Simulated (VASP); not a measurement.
Wanted: the native input for a VASP 6.6.1 run.

```
Task                   : single point
Functional             : r2SCAN
Potentials or basis    : VASP PAW PBE potentials, release 64 (Hg, Te)
Cutoff                 : 440 eV
k mesh                 : 4 × 4 × 2
Occupations            : fermi-dirac, width 0.05 eV
Spin                   : no spin polarisation
Dipole correction      : no
Further INCAR settings : ALGO = Normal; EDIFF = 1e-06; NBANDS = 36
```

System: HgTe.

```
Hg Te
1.0
     3.25510   -3.25510    0.00000
     0.00000    3.25510   -3.25510
     6.51021    6.51021    6.51021
Hg Te
3 3
Direct
  0.00000 0.00000 0.00000
  0.33333 0.66667 0.33333
  0.66667 0.33333 0.66667
  0.00000 0.00000 0.25000
  0.33333 0.66667 0.58333
  0.66667 0.33333 0.91667
```

One way to write it, as run:

POSCAR

```
HgTe
1.0
    3.2551030000     -3.2551030000      0.0000000000
    0.0000000000      3.2551030000     -3.2551030000
    6.5102060000      6.5102060000      6.5102060000
Hg Te
3 3
Direct
    0.0000000000      0.0000000000      0.0000000000
    0.3333330000      0.6666670000      0.3333330000
    0.6666670000      0.3333330000      0.6666670000
    0.0000000000      0.0000000000      0.2500000000
    0.3333330000      0.6666670000      0.5833330000
    0.6666670000      0.3333330000      0.9166670000
```

INCAR.step1

```
SYSTEM = HgTe
  PREC = Accurate
  ENCUT = 440
  ISMEAR = -1
  SIGMA = 0.05
  LREAL = .False.
  LASPH = .True.
  NELM = 120
  NBANDS = 36
  GGA = PE
  ALGO = Normal
  EDIFF = 1E-5
  LWAVE = .True.
  LCHARG = .False.
  GGA_COMPAT = .False.
```

INCAR.step2

```
SYSTEM = HgTe
  PREC = Accurate
  ENCUT = 440
  EDIFF = 1E-6
  ISMEAR = -1
  SIGMA = 0.05
  LREAL = .False.
  LASPH = .True.
  NELM = 120
  ALGO = Normal
  ISIF = 2
  LWAVE = .False.
  LCHARG = .True.
  METAGGA = R2SCAN
  LMIXTAU = .True.
  LELF = .True.
  LVHAR = .True.
  NBANDS = 36
  ISTART = 1
  GGA_COMPAT = .False.
```

KPOINTS

```
regular mesh
0
Gamma
  4 4 2
  0 0 0
```

Potentials or basis: VASP PAW PBE potentials, release 64 (Hg, Te).

Run with:

```bash
$ cat potpaw_PBE.64/Hg/POTCAR potpaw_PBE.64/Te/POTCAR > POTCAR
$ cp INCAR.step1 INCAR
$ mpirun -np 1 vasp_std > vasp.out
$ cp INCAR.step2 INCAR
$ mpirun -np 1 vasp_std > vasp.out
```

Results of the run:

* Pressure: 1.6 GPa
* Largest force: 0.040 eV/Å
* Band gap on the k mesh: zero (filled and empty bands touch)

Caveat: the k points lie up to 0.39 Å⁻¹ apart; the PAW data sets were made with another functional, which shifts forces and pressure a little; spin-orbit coupling is left out, which moves the levels of the heavy elements.

Run time: 110 s on 1 thread of Intel(R) Xeon(R) Platinum 8488C (Sapphire Rapids), on a shared host, peak memory 0.31 GiB.
